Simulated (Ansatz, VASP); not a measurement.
# TaN in VASP and in Ansatz

```
CELL_PARAMETERS angstrom
2.93615 0.00000 0.00000
-1.46808 2.54278 0.00000
0.00000 0.00000 2.88462
ATOMIC_POSITIONS crystal
Ta 0.33333 0.66667 0.50000
N 0.00000 0.00000 0.00000
```

Alike in both runs: functional r2SCAN; k mesh 18 × 18 × 14; occupations gaussian, width 0.1 eV; no spin polarisation.

Ansatz relaxed the structure, and its values are those at the end. VASP's run is a single point on that final structure, the one shown.

|  | VASP | Ansatz |
| --- | --- | --- |
| version | VASP 6.6.1 | Ansatz 0.2.0 |
| potentials or method | VASP PAW PBE potentials, release 64 (Ta_sv_GW, N), cutoff 660 eV | scalar-relativistic, plane waves, PAW |
| valence electrons in the cell | 18 | 18 |

|  | VASP | Ansatz | Ansatz less VASP |
| --- | --- | --- | --- |
| gap on the k mesh at the Fermi level (eV) | none | none | - |
| pressure (GPa) | -0.1 | 0.0 | +0.07 |

VASP's potentials were made for PBE, not for r2SCAN. A gap of «none» marks a metal or a gap that the smearing closes.

Neither program's run includes spin-orbit coupling.
